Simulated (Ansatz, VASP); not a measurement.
Two plane-wave programs on Nb

File INCAR:

```
SYSTEM = Nb
PREC     = Accurate       ! precision mode
ENCUT    = 520            ! plane-wave cutoff, eV
EDIFF    = 1E-6           ! SCF threshold, eV
ISMEAR   = -1             ! smearing method
SIGMA    = 0.1            ! smearing width, eV
LREAL    = .FALSE.        ! projectors in reciprocal space
LASPH    = .TRUE.         ! aspherical terms in the spheres
NELM     = 80             ! most SCF steps
ALGO     = Normal         ! electronic algorithm
ISIF     = 2              ! what is computed and relaxed
LWAVE    = .FALSE.        ! write WAVECAR
LCHARG   = .FALSE.        ! write CHGCAR
GGA      = CA             ! functional
NBANDS   = 12             ! bands
```

KPOINTS

```
Automatic mesh
0
G
  22 22 22
  0 0 0
```

The input POSCAR:

```
Nb
1.0
   -1.5786189546      1.5786189546      1.5786189546
    1.5786189546     -1.5786189546      1.5786189546
    1.5786189546      1.5786189546     -1.5786189546
Nb
1
Direct
    0.0000000000      0.0000000000      0.0000000000
```

Input for Ansatz:

```yaml
crystal:
  lattice:
    - [-1.5786189546, 1.5786189546, 1.5786189546]
    - [1.5786189546, -1.5786189546, 1.5786189546]
    - [1.5786189546, 1.5786189546, -1.5786189546]
  atoms:
    - { symbol: Nb, position: [0.0, 0.0, 0.0] }
hamiltonian:
  xc: lda
  pseudopotentials:
    kind: paw
    azcp:
      Nb: "pseudopotentials/Nb.paw.azcp"
basis:
  ecutwfc: 420
  fft_grid_basis: typed
kpoints:
  mp_grid: { grid: [22, 22, 22], shift: [0, 0, 0] }
magnetization:
  spin_polarized: false
scf:
  occupations: { method: fermi_dirac, width: 0.1 }
output:
  stress: true
```

Alike in both runs: task single point; functional LDA; k mesh 22 × 22 × 22; occupations fermi-dirac, width 0.1 eV; no spin polarisation.

|  | VASP | Ansatz |
| --- | --- | --- |
| version | VASP 6.6.1 | Ansatz 0.2.0 |
| potentials or method | VASP PAW LDA potentials, release 64 (Nb_sv), cutoff 520 eV | plane waves (420 eV) with PAW, scalar-relativistic |
| valence electrons in the cell | 13 | 13 |

Ansatz gave:

| Quantity | Value |
| --- | --- |
| pressure (GPa) | 18.9 |

Task: Which values does VASP return?

Result: Pressure (GPa): 18.8.

Ansatz warns that its potentials were made for another functional, while VASP's fit it. LDA's correlation is that of Perdew and Zunger in VASP and of Perdew and Wang (1992) in Ansatz.
